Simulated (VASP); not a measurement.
# Ge: single point with r2SCAN

Crystal: Ge.

```
Ge
1.0
    -2.56622    2.56622    1.41686
     2.56622   -2.56622    1.41686
     2.56622    2.56622   -1.41686
Ge
2
Direct
  0.25000 0.75000 0.50000
  0.50000 0.50000 0.00000
```

```json
{
 "Program": "VASP 6.6.1",
 "Task": "single point",
 "Functional": "r2SCAN",
 "Potentials or basis": "VASP PAW PBE potentials, release 64 (Ge_d)",
 "Cutoff": "520 eV",
 "k mesh": "22 × 22 × 22",
 "Occupations": "gaussian, width 0.1 eV",
 "Spin": "no spin polarisation",
 "Dipole correction": "no",
 "Further INCAR settings": "ALGO = Normal; EDIFF = 1e-07; NBANDS = 21"
}
```

The pressure is -0.2 GPa and the band gap on the k mesh is zero (bands 14 and 15 overlap by 5.70 eV).

Levels at points of the mesh, in eV from the Fermi level:
```
           k point  band 11  band 12  band 13  band 14  band 15  band 16  band 17  band 18
(0.00, 0.00, 0.00)   -13.87    -3.93    -2.44    -2.44     3.84     8.07     8.07     8.20
(0.50, 0.00, 0.00)    -8.50    -6.70    -2.64    -2.11    -1.56     2.78     3.77     5.85
(0.50, 0.50, 0.00)   -10.97   -10.97     0.67     0.67     2.33     2.33     7.62     7.62
(0.50, 0.50, 0.50)    -9.17    -9.17    -6.10    -6.10     6.10     6.10    11.77    11.77
```

It took 25 min on 1 thread of Intel(R) Xeon(R) 6975P-C (Granite Rapids), with other jobs on the host, peak memory 0.59 GiB.

Caveat: the PAW data sets were made with another functional, which shifts forces and pressure a little.
